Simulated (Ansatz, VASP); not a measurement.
## Two plane-wave programs on CoSi

```
Co Si
1.0
     4.48910    0.00000    0.00000
     0.00000    4.48910    0.00000
     0.00000    0.00000    4.48910
Co Si
4 4
Direct
  0.14306 0.14306 0.14306
  0.35694 0.85694 0.64306
  0.64306 0.35694 0.85694
  0.85694 0.64306 0.35694
  0.84259 0.84259 0.84259
  0.65741 0.15741 0.34259
  0.34259 0.65741 0.15741
  0.15741 0.34259 0.65741
```

Alike in both runs: functional PBE; k mesh 8 × 8 × 8; occupations gaussian, width 0.05 eV; no spin polarisation.

Ansatz relaxed the structure, and its values are those at the end. VASP's run is a single point on that final structure, the one shown.

```csv
,VASP,Ansatz
version,VASP 6.6.1,Ansatz 0.2.0
potentials or method,"VASP PAW PBE potentials, release 64 (Co, Si), cutoff 520 eV","scalar-relativistic, plane waves, PAW"
valence electrons in the cell,52,84
```

Ansatz gave:

```
gap on the k mesh at the Fermi level (eV) : none
pressure (GPa)                            : -7.8
rms of the force components (eV/Å)        : 0.003
```

**Question.** Estimate VASP's values.

**Answer.** gap on the k mesh at the Fermi level (eV): none; pressure (GPa): -7.9; rms of the force components (eV/Å): 0.003.

A gap of «none» marks a metal or a gap that the smearing closes. VASP's potentials hold 52 valence electrons a cell and Ansatz's 84, so a difference there can come from the potentials and not from the codes. Ansatz's warnings: stress scf threshold loose.
